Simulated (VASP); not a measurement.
Crystal: MgO.

```xyz
2
Lattice="2.9380 0.0000 0.0000 -1.4690 2.5444 0.0000 0.0000 0.0000 2.6797" Properties=species:S:1:pos:R:3 pbc="T T T"
Mg    0.0000    0.0000    0.0000
O     0.0000    1.6963    1.3398
```

* Program: VASP 6.6.1
* Task: relaxation of cell and atoms
* Functional: r2SCAN
* Dispersion: D3(BJ)
* Potentials or basis: VASP PAW PBE potentials, release 64 (Mg, O)
* Cutoff: 660 eV
* k mesh: 10 × 10 × 10
* Occupations: fermi-dirac, width 0.05 eV
* Spin: no spin polarisation

At the start: pressure -8.6 GPa; volume 10.02 Å³/atom.

How do energy, volume and symmetry change on relaxing?

Over 5 steps the energy falls by 16.3 meV/atom and the volume is 9.44 Å³/atom (-5.8 %); space group P-6m2 (No. 187, to 0.1 Å) before and after.

The path:
```tsv
step	energy change (eV)	largest force (eV/Å)	pressure (GPa)	volume (Å³)
1	0.0000	0.0000	-8.59	20.03
2	-0.0279	0.0000	3.48	18.51
3	-0.0321	0.0000	-0.06	18.90
4	-0.0324	0.0000	0.07	18.86
5	-0.0326	0.0000	0.02	18.87
```

Final structure:
```
CELL_PARAMETERS angstrom
2.87847 0.00000 0.00000
-1.43923 2.49283 0.00000
0.00000 0.00000 2.63038
ATOMIC_POSITIONS crystal
Mg 0.00000 0.00000 0.00000
O 0.33333 0.66667 0.50000
```

Caveat: the PAW data sets were made with another functional, which shifts forces and pressure a little.
